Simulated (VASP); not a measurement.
A run of VASP 6.6.1:

The input INCAR:

```
  PREC = Accurate
  ENCUT = 520
  EDIFF = 1E-7
  ISMEAR = 0
  SIGMA = 0.15
  LREAL = False
  LASPH = True
  NELM = 80
  ALGO = Fast
  ISIF = 2
  LWAVE = False
  LCHARG = True
  GGA = PS
  LELF = True
  LVHAR = True
  NBANDS = 12
```

The input KPOINTS:

```
regular mesh
0
Gamma
  24 24 24
```

The input POSCAR:

```
Ga
1.0
   -1.3618800000      1.3618800000      2.2958700000
    1.3618800000     -1.3618800000      2.2958700000
    1.3618800000      1.3618800000     -2.2958700000
Ga
1
Direct
    0.0000000000      0.0000000000      0.0000000000
```

Potentials or basis: VASP PAW PBE potentials, release 64 (Ga_d).

Command:

```bash
$ cat potpaw_PBE.64/Ga_d/POTCAR > POTCAR
$ mpirun -np 1 vasp_std > vasp.out
```

Hardware: 1 thread of Intel(R) Xeon(R) Platinum 8259CL CPU @ 2.50GHz (Skylake/Cascade Lake) (shared host).

Q: Estimate the wall time of this run.

A: It took 2.4 min on 1 thread of Intel(R) Xeon(R) Platinum 8259CL CPU @ 2.50GHz (Skylake/Cascade Lake), with other jobs on the host, peak memory 0.32 GiB. Counts: scf iterations 12, k points 1063.
